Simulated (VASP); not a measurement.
# Ni (P6_3/mmc) in VASP: single point with LDA

Aim: the single point of Ni with LDA.

Program: VASP 6.6.1. These are calculated values, not measurements. Logs are shortened: lines on timing, memory, paths and dates and some standing lists are left out, and cuts for length are marked.

## 1. The cell of the first run

The structure is hexagonal, space group P6_3/mmc (No. 194). The conventional cell has a = 2.448 Å, b = 2.448 Å, c = 4.073 Å, α = 90.00°, β = 90.00°, γ = 120.00°. Ni (site symmetry -6m2) has 12 Ni at 2.45 to 2.48 Å within 3.2 Å.

This isn't the form of Ni at room conditions, which is fcc.

## 2. Single point, LDA, collinear spin, ferromagnetic start

INCAR reads:

```
SYSTEM = Ni
  ALGO = Normal
  EDIFF = 1E-6
  ENCUT = 520
  GGA = CA
  ISIF = 2
  ISMEAR = -1
  ISPIN = 2
  LASPH = .TRUE.
  LCHARG = .FALSE.
  LMAXMIX = 4
  LORBIT = 11
  LREAL = .FALSE.
  LWAVE = .FALSE.
  MAGMOM = 1 1
  NBANDS = 21
  NELM = 150
  PREC = Accurate
  SIGMA = 0.1
```

KPOINTS reads:

```
k-points
0
G
  13 13 7
  0 0 0
```

POSCAR reads:

```
Ni
1.0
    2.4480230000      0.0000000000      0.0000000000
   -1.2240110000      2.1200500000      0.0000000000
    0.0000000000      0.0000000000      4.0728080000
Ni
2
Direct
    0.3333333333      0.6666666667      0.2500000000
    0.6666666667      0.3333333333      0.7500000000
```

Potentials or basis: VASP PAW LDA potentials, release 64 (Ni).

Started as:

```
$ cat potpaw_LDA.64/Ni/POTCAR > POTCAR
$ mpirun -np 1 vasp_std > vasp.out
```

OUTCAR:

```text
SYSTEM = Ni
   EDIFF = 1E-6
   ENCUT = 520
   GGA = CA
   ISIF = 2
   ISMEAR = -1
   ISPIN = 2
   LASPH = .TRUE.
   LORBIT = 11
   LREAL = .FALSE.
   NELM = 150
   PREC = Accurate

 ion  position               nearest neighbor table
   1  0.333  0.667  0.250-   2 2.48   2 2.48   2 2.48   2 2.48   2 2.48   2 2.48
   2  0.667  0.333  0.750-   1 2.48   1 2.48   1 2.48   1 2.48   1 2.48   1 2.48

  LATTYP: Found a hexagonal cell.
 ALAT       =     2.4480230000
 C/A-ratio  =     1.6637131269

  Lattice vectors:

 A1 = (   2.4480230000,   0.0000000000,   0.0000000000)
 A2 = (  -1.2240110000,   2.1200500000,   0.0000000000)
 A3 = (   0.0000000000,   0.0000000000,   4.0728080000)

Analysis of symmetry for initial positions (statically):
=====================================================================
 Subroutine PRICEL returns:
 Original cell was already a primitive cell.

 Routine SETGRP: Setting up the symmetry group for a
 hexagonal supercell.

 Subroutine GETGRP returns: Found 24 space group operations
 (whereof 12 operations were pure point group operations)
 out of a pool of 24 trial point group operations.

The static configuration has the point symmetry D_3d.
 The point group associated with its full space group is D_6h.

Analysis of symmetry for dynamics (positions and initial velocities):
=====================================================================
 Subroutine PRICEL returns:
 Original cell was already a primitive cell.

 Routine SETGRP: Setting up the symmetry group for a
 hexagonal supercell.

 Subroutine GETGRP returns: Found 24 space group operations
 (whereof 12 operations were pure point group operations)
 out of a pool of 24 trial point group operations.

The dynamic configuration has the point symmetry D_3d.
 The point group associated with its full space group is D_6h.

Analysis of structural, dynamic, and magnetic symmetry:
=====================================================================
 Subroutine PRICEL returns:
 Original cell was already a primitive cell.

 Routine SETGRP: Setting up the symmetry group for a
 hexagonal supercell.

 Subroutine GETGRP returns: Found 24 space group operations
 (whereof 12 operations were pure point group operations)
 out of a pool of 24 trial point group operations.

The overall configuration has the point symmetry D_3d.
 The point group associated with its full space group is D_6h.

 Subroutine INISYM returns: Found 24 space group operations
 (whereof 12 operations are pure point group operations),
 and found     1 'primitive' translations

----------------------------------------------------------------------------------------

[... 111 lines left out ...]
     AMIX     =   0.40;   BMIX     =  1.00
     AMIX_MAG =   1.60;   BMIX_MAG =  1.00
  volume/ion in A,a.u.               =      10.57        71.32
  Fermi-wavevector in a.u.,A,eV,Ry     =   1.607187  3.037142 35.144515  2.583049
  Thomas-Fermi vector in A             =   2.703255
   LORBIT       =     11    0 simple, 1 ext, 2 COOP (PROOUT), +10 PAW based schemes
   GGA     = CA    functional components
   LHFCALC =     F    Hartree Fock is set to
   AEXX    =    0.0000 exact exchange contribution
   IVDW    =     0    specifies the selected vdW correction
   LEPSILON=     F    determine dielectric tensor
   LRPA    =     F    only Hartree local field effects (RPA)
 spin polarized calculation
  energy-cutoff  :      520.00
  volume of cell :       21.14
 maximum number of plane-waves:       586
   NGX =  9   NGY =  9   NGZ = 15

 number of electron      19.9999997 magnetization       1.1648456

 Free energy of the ion-electron system (eV)
  ---------------------------------------------------
  ext. energy  EPLUGINS =         0.00000000
  ---------------------------------------------------
  free energy    TOTEN  =       -13.13552680 eV

  energy without entropy =      -13.01155436  energy(sigma->0) =      -13.07354058

 E-fermi :   9.4568     XC(G=0): -13.7836

 val. band max:        9.4557503393   @ k =   0.2308   0.1538   0.2857
 cond. band min:       9.4582011019   @ k =   0.0769   0.0000   0.1429
 fundamental gap:      0.0024507626
 Fermi energy:         9.4568431561

 spin component 1

 k-point     1 :       0.0000    0.0000    0.0000
  band No.  band energies     occupation
      1       0.2583      1.00000
      2       4.4874      1.00000
      3       6.9759      1.00000
      4       7.1361      1.00000
      5       7.1361      1.00000
      6       7.4028      1.00000
[... 565 lines left out ...]
     20      37.7441      0.00000
     21      38.7036      0.00000

 [... further k-points ...]

 spin component 2

 k-point     1 :       0.0000    0.0000    0.0000
  band No.  band energies     occupation
      1       0.3036      1.00000
      2       4.8335      1.00000
      3       7.5416      1.00000
      4       7.6972      1.00000
      5       7.6972      1.00000
      6       7.9784      1.00000
[... 565 lines left out ...]
     20      37.8607      0.00000
     21      38.7904      0.00000

 [... further k-points ...]
[... 5 lines left out ...]
  --------------------------------------------------------------------------------------
  -------------------------------------------------------------------------------------
  Total       -1.2461594     -1.2461593     -1.7035490     -0.0000003     -0.0000000      0.0000000
  in kB      -94.4558070    -94.4557975   -129.1248079     -0.0000223     -0.0000000      0.0000000
  external PRESSURE =    -106.0121375 kB  Pullay stress =       0.0000000 kB

 VOLUME and BASIS-vectors are now :
 -----------------------------------------------------------------------------
  energy-cutoff  :      520.00
  volume of cell :       21.14
      direct lattice vectors                 reciprocal lattice vectors
     2.448023000  0.000000000  0.000000000     0.408492894  0.235843398  0.000000000
    -1.224011000  2.120050000  0.000000000     0.000000000  0.471686989  0.000000000
     0.000000000  0.000000000  4.072808000     0.000000000  0.000000000  0.245530848

 POSITION                                       TOTAL-FORCE (eV/Angst)
 -----------------------------------------------------------------------------------
      0.00000      1.41337      1.01820        -0.000000      0.000000      0.000000
      1.22401      0.70668      3.05461         0.000000     -0.000000      0.000000
 -----------------------------------------------------------------------------------
    total drift:                               -0.000000      0.000000     -0.000000

  FREE ENERGIE OF THE ION-ELECTRON SYSTEM (eV)
  ---------------------------------------------------
  free  energy   TOTEN  =       -13.1355268000 eV

  energy  without entropy=      -13.0115543593  energy(sigma->0) =      -13.07354058

 total charge

# of ion       s       p       d       tot
------------------------------------------
    1        0.511   0.521   8.343   9.374
    2        0.511   0.521   8.343   9.374
--------------------------------------------------
tot          1.022   1.042  16.685  18.749

 magnetization (x)

# of ion       s       p       d       tot
------------------------------------------
    1       -0.004  -0.017   0.606   0.585
    2       -0.004  -0.017   0.606   0.585
--------------------------------------------------
tot         -0.008  -0.035   1.212   1.170
```

stdout:

```text
POSCAR found type information on POSCAR Ni
 POSCAR found :  1 types and       2 ions
 scaLAPACK will be used
 LDA part: xc-table for (Slater(with rela. corr.)+CA(PZ))
 , standard interpolation
 POSCAR, INCAR and KPOINTS ok, starting setup
 FFT: planning ... GRIDC
 FFT: planning ... GRID_SOFT
 FFT: planning ... GRID
 WAVECAR not read
 entering main loop
```

Wall time 67 s (1 thread of Intel Xeon 8259CL, shared host); peak memory 0.16 GiB.

Results:

```
Free energy                                           : -13.1355 eV
Pressure                                              : -10.6 GPa
Net moment                                            : 1.16 μB per cell
Site moments                                          : Ni +0.58 μB
Valence electrons inside the program's atomic spheres : Ni 9.37
```

Stress tensor (GPa, compression positive):
```
 -9.45   0.00   0.00
  0.00  -9.45   0.00
  0.00   0.00 -12.91
```

Levels at points of the mesh, in eV from the Fermi level:
Spin up:
| k point | band 9 | band 10 | band 11 | band 12 | band 13 | band 14 |
| --- | --- | --- | --- | --- | --- | --- |
| (0.00, 0.00, 0.00) | -1.55 | -0.61 | -0.61 | -0.51 | 5.66 | 23.16 |
Spin down:
```tsv
k point	band 5	band 6	band 7	band 8	band 9	band 10	band 11	band 12	band 13	band 14
(0.00, 0.00, 0.00)	-1.76	-1.48	-1.48	-0.98	-0.98	-0.48	0.00	0.00	6.03	23.15
```

Caveat: the cell stands under tension.
